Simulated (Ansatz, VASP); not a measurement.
One calculation of GaN, two programs

File POSCAR:

```
GaN
1.0
    3.1761933982      0.0000000000      0.0000000000
   -1.5880966991      2.7506641701      0.0000000000
    0.0000000000      0.0000000000      5.1734693907
Ga N
2 2
Direct
    0.3333333333      0.6666666667     -0.0008484984
    0.6666666667      0.3333333333      0.4991515016
    0.3333333333      0.6666666667      0.3758484984
    0.6666666667      0.3333333333      0.8758484984
```

File INCAR.step1:

```
PREC     = Accurate       # precision mode
ENCUT    = 520            # plane-wave cutoff, eV
ISMEAR   = -1             # smearing method
SIGMA    = 0.03           # smearing width, eV
LREAL    = False          # projectors in reciprocal space
LASPH    = True           # aspherical terms in the spheres
NELM     = 60             # most SCF steps
NBANDS   = 26             # bands
GGA      = PE             # functional
ALGO     = Normal         # electronic algorithm
EDIFF    = 1E-4           # SCF threshold, eV
LWAVE    = True           # write WAVECAR
LCHARG   = False          # write CHGCAR
```

INCAR.step2

```
PREC     = Accurate       # precision mode
ENCUT    = 520            # plane-wave cutoff, eV
EDIFF    = 1E-6           # SCF threshold, eV
ISMEAR   = -1             # smearing method
SIGMA    = 0.03           # smearing width, eV
LREAL    = False          # projectors in reciprocal space
LASPH    = True           # aspherical terms in the spheres
NELM     = 60             # most SCF steps
ALGO     = Normal         # electronic algorithm
ISIF     = 2              # what is computed and relaxed
LWAVE    = False          # write WAVECAR
LCHARG   = False          # write CHGCAR
METAGGA  = R2SCAN         # meta-GGA
LMIXTAU  = True         
LUSE_VDW = True         
IVDW_NL  = 2            
BPARAM   = 11.95        
CPARAM   = 0.0093       
NBANDS   = 26             # bands
ISTART   = 1
```

File KPOINTS:

```
Automatic mesh
0
Gamma
  12 12 6
```

Input for Ansatz:

```yaml
crystal:
  lattice:
    - [3.1761933982, 0.0, 0.0]
    - [-1.5880966991, 2.7506641701, 0.0]
    - [0.0, 0.0, 5.1734693907]
  atoms:
    - { symbol: Ga, position: [0.3333333333, 0.6666666667, -0.0008484984] }
    - { symbol: Ga, position: [0.6666666667, 0.3333333333, 0.4991515016] }
    - { symbol: "N", position: [0.3333333333, 0.6666666667, 0.3758484984] }
    - { symbol: "N", position: [0.6666666667, 0.3333333333, 0.8758484984] }
kpoints:
  mp_grid: { grid: [12, 12, 6] }
  band_path:
    path:
      - [0.0, 0.0, 0.0]
      - [0.5, 0.0, 0.0]
      - [0.3333333333, 0.3333333333, 0.0]
      - [0.0, 0.0, 0.5]
      - [0.5, 0.0, 0.5]
      - [0.3333333333, 0.3333333333, 0.5]
    npoints: 1
hamiltonian:
  xc: r2scan
  dispersion: rvv10
scf:
  occupations: { method: fermi_dirac, width: 0.03 }
  n_extra_bands: 5
output:
  forces: true
  stress: true
  eigenvalues: true
  write_density: true
  write_potential: true
  elf: true
  volumetric_format: npy
```

Alike in both runs: task single point; functional r2SCAN; dispersion rVV10; k mesh 12 × 12 × 6; occupations fermi-dirac, width 0.03 eV; no spin polarisation.

|  | VASP | Ansatz |
| --- | --- | --- |
| version | VASP 6.6.1 | Ansatz 0.2.0 |
| potentials or method | VASP PAW PBE potentials, release 64 (Ga_d, N) | plane waves, PAW |
| plane-wave cutoff (eV) | 520 | 500 |
| valence electrons in the cell | 36 | 36 |

|  | VASP | Ansatz | Ansatz less VASP |
| --- | --- | --- | --- |
| gap on the k mesh at the Fermi level (eV) | 2.35 | 2.35 | +0.006 |
| pressure (GPa) | 1.0 | 0.0 | -1.02 |
| traceless stress, the component that is largest in VASP (GPa) | -0.10 | -0.01 | +0.096 |
| rms of the force components (eV/Å) | 0.003 | 0.000 | -0.0032 |

VASP's potentials were made for PBE, not for r2SCAN. Atom by atom the forces differ by 0.003 eV/Å (rms over components).
